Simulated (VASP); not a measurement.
# Pd (Fm-3m) in VASP: settings compared

The runs below take Pd through single point, relaxation of cell and atoms, with PBE, RPBE+D4, RPBE.

Program: VASP 6.6.1. These are calculated values, not measurements. Logs are shortened: lines on timing, memory, paths and dates and some standing lists are left out, and cuts for length are marked.

## (1) The cell of the first run

It takes space group Fm-3m (No. 225, cubic). The conventional cell has a = 3.893 Å, b = 3.893 Å, c = 3.893 Å, α = 90.00°, β = 90.00°, γ = 90.00°. Within 3.6 Å of Pd (site symmetry m-3m) lie 12 Pd at 2.75 Å.

## (2) Single point, PBE

INCAR reads:

```
SYSTEM = Pd
  ALGO = Normal
  EDIFF = 1E-6
  ENCUT = 520
  GGA = PE
  ISIF = 2
  ISMEAR = 0
  LASPH = .True.
  LCHARG = .True.
  LELF = .True.
  LREAL = .False.
  LVHAR = .True.
  LWAVE = .False.
  NBANDS = 11
  NELM = 80
  PREC = Accurate
  SIGMA = 0.016
```

KPOINTS reads:

```
k-points
0
Gamma
  12 12 12
  0 0 0
```

POSCAR reads:

```
Pd
1.0
    0.0000000000      1.9465000000      1.9465000000
    1.9465000000      0.0000000000      1.9465000000
    1.9465000000      1.9465000000      0.0000000000
Pd
1
Direct
    0.0000000000      0.0000000000      0.0000000000
```

Potentials or basis: VASP PAW PBE potentials, release 64 (Pd).

Command:

```console
$ cat potpaw_PBE.64/Pd/POTCAR > POTCAR
$ mpirun -np 1 vasp_std > vasp.out
```

OUTCAR:

```text
SYSTEM = Pd
   EDIFF = 1E-6
   ENCUT = 520
   GGA = PE
   ISIF = 2
   ISMEAR = 0
   LASPH = .True.
   LREAL = .False.
   NELM = 80
   PREC = Accurate

 ion  position               nearest neighbor table
   1  0.000  0.000  0.000-

  LATTYP: Found a face centered cubic cell.
 ALAT       =     3.8930000000

  Lattice vectors:

 A1 = (   0.0000000000,   1.9465000000,   1.9465000000)
 A2 = (   1.9465000000,   0.0000000000,   1.9465000000)
 A3 = (   1.9465000000,   1.9465000000,   0.0000000000)

Analysis of symmetry for initial positions (statically):
[... 33 lines left out ...]
                                     Primitive cell

  volume of cell :      14.7500

  direct lattice vectors                    reciprocal lattice vectors
     0.000000000  1.946500000  1.946500000    -0.256871307  0.256871307  0.256871307
     1.946500000  0.000000000  1.946500000     0.256871307 -0.256871307  0.256871307
     1.946500000  1.946500000  0.000000000     0.256871307  0.256871307 -0.256871307

  length of vectors
     2.752766699  2.752766699  2.752766699     0.444914156  0.444914156  0.444914156

  position of ions in fractional coordinates (direct lattice)
     0.000000000  0.000000000  0.000000000

  ion indices of the primitive-cell ions
   primitive index   ion index
                 1           1

----------------------------------------------------------------------------------------

 KPOINTS: k-points

Automatic generation of k-mesh.
 Grid dimensions read from file:
 generate k-points for:   12   12   12

 Generating k-lattice:

  Cartesian coordinates                     Fractional coordinates (reciprocal lattice)
    -0.021405942  0.021405942  0.021405942     0.083333333  0.000000000  0.000000000
     0.021405942 -0.021405942  0.021405942     0.000000000  0.083333333  0.000000000
     0.021405942  0.021405942 -0.021405942     0.000000000  0.000000000  0.083333333

  Length of vectors
     0.037076180  0.037076180  0.037076180

  Shift w.r.t. Gamma in fractional coordinates (k-lattice)
     0.000000000  0.000000000  0.000000000

 Subroutine IBZKPT returns following result:
 ===========================================

 Found     72 irreducible k-points:

 Following reciprocal coordinates:
            Coordinates               Weight
[... 37 lines left out ...]
   ISPIN  =      1    spin polarized calculation?
   LNONCOLLINEAR =      F non collinear calculations
   LSORBIT =      F    spin-orbit coupling
   LASPH  =      T    aspherical Exc in radial PAW
   ENCUT  =  520.0 eV  38.22 Ry    6.18 a.u.   5.12  5.12  5.12*2*pi/ulx,y,z
   NELM   =     80;   NELMIN=  2; NELMDL= -5     # of ELM steps
   EDIFF  = 0.1E-05   stopping-criterion for ELM
   LREAL  =      F    real-space projection
   EDIFFG = 0.1E-04   stopping-criterion for IOM
   NSW    =      0    number of steps for IOM
   IBRION =     -1    ionic relax: 0-MD 1-quasi-New 2-CG
   NFREE  =      0    steps in history (QN), initial steepest desc. (CG)
   ISIF   =      2    stress and relaxation
   ISYM   =      2    0-nonsym 1-usesym 2-fastsym
   POTIM  = 0.5000    time-step for ionic-motion
   TEBEG  =    0.0;   TEEND  =   0.0 temperature during run
   PSTRESS=    0.0 pullay stress
   NELECT =      10.0000    total number of electrons
   NUPDOWN=      -1.0000    fix difference up-down
   EMIN   =  10.00;   EMAX   =-10.00  energy-range for DOS
   EFERMI =   0.00;   METHOD = LEGACY
   ISMEAR =     0;   SIGMA  =   0.02  broadening in eV -4-tet -1-fermi 0-gaus
   EFERMI_NEDOS =   21; number of points for ismear=-14 and -15
   IALGO  =     38    algorithm
   IMIX   =      4    mixing-type and parameters
     AMIX     =   0.40;   BMIX     =  1.00
     AMIX_MAG =   1.60;   BMIX_MAG =  1.00
  volume/ion in A,a.u.               =      14.75        99.54
  Fermi-wavevector in a.u.,A,eV,Ry     =   1.438171  2.717748 28.141404  2.068335
  Thomas-Fermi vector in A             =   2.557167
   LORBIT       =      0    0 simple, 1 ext, 2 COOP (PROOUT), +10 PAW based schemes
   GGA     = PE    functional components
   LHFCALC =     F    Hartree Fock is set to
   AEXX    =    0.0000 exact exchange contribution
   IVDW    =     0    specifies the selected vdW correction
   LEPSILON=     F    determine dielectric tensor
   LRPA    =     F    only Hartree local field effects (RPA)
 non-spin polarized calculation
 Gauss-broadening in eV      SIGMA  =   0.02
  energy-cutoff  :      520.00
  volume of cell :       14.75
 maximum number of plane-waves:       415
   NGX = 11   NGY = 11   NGZ = 11

 number of electron      10.0000000 magnetization

 number of electron       9.9999999 magnetization

 Free energy of the ion-electron system (eV)
  ---------------------------------------------------
  ext. energy  EPLUGINS =         0.00000000
  ---------------------------------------------------
  free energy    TOTEN  =        -5.20763539 eV

  energy without entropy =       -5.20657762  energy(sigma->0) =       -5.20710651

 E-fermi :   9.7476     XC(G=0): -13.1863

 val. band max:        9.7466381024   @ k =  -0.4167   0.3333   0.0833
 cond. band min:       9.7481410299   @ k =   0.5000   0.0000   0.0000
 fundamental gap:      0.0015029275
 Fermi energy:         9.7476100197

 k-point     1 :       0.0000    0.0000    0.0000
  band No.  band energies     occupation
      1       2.6436      2.00000
      2       6.9353      2.00000
      3       6.9353      2.00000
      4       6.9353      2.00000
      5       8.5479      2.00000
      6       8.5479      2.00000
      7      26.9747      0.00000
      8      31.7555      0.00000
      9      31.7555      0.00000
     10      31.7555      0.00000
     11      35.9832      0.00000
[... 309 lines left out ...]
 k-point    24 :      -0.4167    0.1667    0.0000
  band No.  band energies     occupation
      1       5.0918      2.00000
      2       6.4622      2.00000
      3       7.4264      2.00000
      4       7.8480      2.00000
      5       9.5221      2.00000
      6      13.4002      0.00000
      7      17.3723      0.00000
      8      25.6203      0.00000
      9      28.6580      0.00000
     10      29.6808      0.00000
     11      36.0634      0.00000

 [... further k-points ...]
[... 5 lines left out ...]
  --------------------------------------------------------------------------------------
  -------------------------------------------------------------------------------------
  Total        0.6074150      0.6074150      0.6074150      0.0000000     -0.0000000      0.0000000
  in kB       65.9785676     65.9785676     65.9785676      0.0000000     -0.0000000      0.0000000
  external PRESSURE =      65.9785676 kB  Pullay stress =       0.0000000 kB

 VOLUME and BASIS-vectors are now :
 -----------------------------------------------------------------------------
  energy-cutoff  :      520.00
  volume of cell :       14.75
      direct lattice vectors                 reciprocal lattice vectors
     0.000000000  1.946500000  1.946500000    -0.256871307  0.256871307  0.256871307
     1.946500000  0.000000000  1.946500000     0.256871307 -0.256871307  0.256871307
     1.946500000  1.946500000  0.000000000     0.256871307  0.256871307 -0.256871307

 POSITION                                       TOTAL-FORCE (eV/Angst)
 -----------------------------------------------------------------------------------
      0.00000      0.00000      0.00000        -0.000000     -0.000000     -0.000000
 -----------------------------------------------------------------------------------
    total drift:                               -0.000000     -0.000000     -0.000000

  FREE ENERGIE OF THE ION-ELECTRON SYSTEM (eV)
  ---------------------------------------------------
  free  energy   TOTEN  =        -5.2076353905 eV

  energy  without entropy=       -5.2065776243  energy(sigma->0) =       -5.20710651
```

Run time: 9.8 s. Hardware: 1 thread of AMD EPYC 7R43 (Zen 3), shared host; peak memory 0.09 GiB.

What came out:

```
Free energy            : -5.2076 eV
Pressure               : 6.6 GPa
Band gap on the k mesh : zero (band 5 reaches 10.06 eV, above the bottom of band 6 at 8.48 eV)
```

Levels at points of the mesh, in eV from the Fermi level:
```csv
k point,band 2,band 3,band 4,band 5,band 6,band 7,band 8,band 9
"(0.00, 0.00, 0.00)",-2.81,-2.81,-2.81,-1.20,-1.20,17.23,22.01,22.01
"(0.50, 0.00, 0.00)",-2.86,-2.86,0.00,0.00,1.05,7.35,16.59,21.14
"(0.50, 0.50, 0.00)",-5.08,-0.03,0.31,0.31,3.38,10.81,13.25,13.25
```

(Part 1 of 2 ends here.)
